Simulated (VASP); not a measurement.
Here is a VASP 6.6.1 calculation.

INCAR

```
SYSTEM = Zn
PREC = Accurate
ENCUT = 520
EDIFF = 1E-7
ISMEAR = -1
SIGMA = 0.08
LREAL = .False.
LASPH = .True.
NELM = 100
ALGO = Normal
ISIF = 2
LWAVE = .False.
LCHARG = .True.
GGA = PS
LELF = .True.
LVHAR = .True.
NBANDS = 12
```

File KPOINTS:

```
regular mesh
0
Gamma
  22 22 22
  0 0 0
```

POSCAR

```
Zn
1.0
    0.0000000000      1.5221358592      1.5221358592
    1.5221358592      0.0000000000      1.5221358592
    1.5221358592      1.5221358592      0.0000000000
Zn
1
Direct
    0.0000000000      0.0000000000      0.0000000000
```

Potentials or basis: VASP PAW PBE potentials, release 64 (Zn).

Run with:

```sh
$ cat potpaw_PBE.64/Zn/POTCAR > POTCAR
$ mpirun -np 1 vasp_std > vasp.out
```

What does it give for the band gap on the k mesh?

Zero (band 6 reaches 13.92 eV, above the bottom of band 7 at 12.18 eV).

What does it give for the pressure?

358.7 GPa.

Caveat: the PAW data sets were made with another functional, which shifts forces and pressure a little.
